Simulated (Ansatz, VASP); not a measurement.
Two plane-wave programs on Sn3Mo2

```xyz
5
Lattice="4.2510 0.0000 0.0000 -2.1255 3.6815 0.0000 0.0000 0.0000 8.7497" Properties=species:S:1:pos:R:3 pbc="T T T"
Sn    0.0000    0.0000    5.4489
Sn    0.0000    0.0000    3.3008
Sn    0.0000    0.0000    0.0000
Mo    0.0000    2.4543    0.0000
Mo    2.1255    1.2272    0.0000
```

Alike in both runs: task single point; functional PBE; k mesh 6 × 6 × 2; occupations gaussian, width 0.1 eV; no spin polarisation.

```csv
,VASP,Ansatz
version,VASP 6.6.1,Ansatz 0.2.0
potentials or method,"VASP PAW PBE potentials, release 64 (Sn_d, Mo_sv), cutoff 520 eV","scalar-relativistic, plane waves, PAW"
valence electrons in the cell,70,70
```

|  | VASP | Ansatz | Ansatz less VASP |
| --- | --- | --- | --- |
| gap on the k mesh at the Fermi level (eV) | none | none | - |
| rms of the force components (eV/Å) | 4.905 | 4.849 | -0.0563 |

Atom by atom the forces differ by 0.056 eV/Å (rms over components). A gap of «none» marks a metal or a gap that the smearing closes.
